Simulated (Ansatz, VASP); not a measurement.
## Sb2As2C: VASP beside Ansatz

```
CELL_PARAMETERS angstrom
-1.84473 4.42318 3.46612
1.84473 -4.42318 3.46612
1.84473 4.42318 -3.46612
ATOMIC_POSITIONS crystal
Sb 0.79028 0.50000 0.29028
Sb 0.20972 0.50000 0.70972
As 0.76911 0.76911 0.00000
As 0.23089 0.23089 0.00000
C 0.50000 0.50000 0.00000
```

Alike in both runs: functional PBE; k mesh 4 × 4 × 4; occupations gaussian, width 0.1 eV; no spin polarisation.

Ansatz relaxed the structure, and its values are those at the end. VASP's run is a single point on that final structure, the one shown.

```csv
,VASP,Ansatz
version,VASP 6.6.1,Ansatz 0.2.0
potentials or method,"VASP PAW PBE potentials, release 64 (Sb, As, C), cutoff 520 eV","scalar-relativistic, plane waves, PAW"
valence electrons in the cell,24,64
```

VASP gave:

* gap on the k mesh at the Fermi level (eV): none
* pressure (GPa): 0.1
* rms of the force components (eV/Å): 0.045

Task: Which values does Ansatz return?

Result: gap on the k mesh at the Fermi level (eV): none; pressure (GPa): -0.1; rms of the force components (eV/Å): 0.001.

A gap of «none» marks a metal or a gap that the smearing closes. VASP's potentials hold 24 valence electrons a cell and Ansatz's 64, so a difference there can come from the potentials and not from the codes.

The k mesh is coarse, so the values compare programs but aren't converged. Spin-orbit coupling is off throughout.
